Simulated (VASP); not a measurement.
## ZrH3: single point with PBEsol

Crystal: ZrH3.

```
Zr H
1.0
     3.12604    0.00000    0.00000
     0.00000    3.12604    0.00000
     0.00000    0.00000    3.12604
Zr H
1 3
Direct
  0.00000 0.00000 0.00000
  0.00000 0.50000 0.50000
  0.50000 0.00000 0.50000
  0.50000 0.50000 0.00000
```

```
Program             : VASP 6.6.1
Task                : single point
Functional          : PBEsol
Potentials or basis : VASP PAW PBE potentials, release 64 (Zr_sv, H)
Cutoff              : 520 eV
k mesh              : 12 × 12 × 12
Occupations         : gaussian, width 0.05 eV
Spin                : no spin polarisation
```

* Pressure: -4.6 GPa

Levels at points of the mesh, in eV from the Fermi level:
| k point | band 5 | band 6 | band 7 | band 8 | band 9 | band 10 |
| --- | --- | --- | --- | --- | --- | --- |
| (0.00, 0.00, 0.00) | -10.11 | -4.09 | -4.09 | 3.77 | 3.77 | 3.77 |
| (0.50, 0.00, 0.00) | -6.57 | -6.26 | -1.46 | 0.16 | 0.95 | 0.95 |
| (0.50, 0.50, 0.00) | -6.78 | -3.36 | -3.36 | -1.57 | 1.58 | 1.58 |
| (0.50, 0.50, 0.50) | -5.80 | -5.80 | -5.80 | 3.55 | 5.61 | 5.61 |

Run time: 10 s on 1 thread of Intel(R) Xeon(R) 6975P-C (Granite Rapids) (shared host), peak memory 0.16 GiB.

Caveat: the PAW data sets were made with another functional, which shifts forces and pressure a little.
